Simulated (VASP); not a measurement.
Here is a VASP 6.6.1 calculation.

Contents of INCAR:

```
SYSTEM = Au
ALGO = Fast
EDIFF = 1E-7
EDIFFG = -0.001
ENCUT = 600
GGA = PE
IBRION = 2
ISIF = 3
ISMEAR = -1
LASPH = .TRUE.
LCHARG = .FALSE.
LREAL = .FALSE.
LWAVE = .FALSE.
NELM = 60
NSW = 80
PREC = Accurate
PSTRESS = 30.0
SIGMA = 0.15
```

Contents of KPOINTS:

```
k-points
0
G
  16 16 10
  0 0 0
```

POSCAR

```
Au
1.0
    1.4582280121     -2.5259136460      0.0000000000
    1.4582280121      2.5259136460      0.0000000000
    0.0000000000      0.0000000000      4.8893443227
Au
2
Direct
    0.6666363790      0.3333636210      0.2500000000
    0.3333636210      0.6666363790      0.7500000000
```

Potentials or basis: VASP PAW PBE potentials, release 64 (Au).

Command:

```bash
$ cat potpaw_PBE.64/Au/POTCAR > POTCAR
$ mpirun -np 1 vasp_std > vasp.out
```

(1) What does it give for the space group after relaxing (to 0.1 Å)?

(2) What does it give for the relaxed cell?

(3) Estimate the band gap on the k mesh.

## Answers

(1) P6_3/mmc (No. 194).

(2) a = 2.898 Å, b = 2.898 Å, c = 4.847 Å, α = 90.00°, β = 90.00°, γ = 120.00°.

(3) zero (bands 11 and 12 overlap by 6.24 eV).

Caveat: the cell is relaxed towards a set pressure, so the run minimises the enthalpy, not the energy; spin-orbit coupling is left out, which moves the levels of the heavy elements.
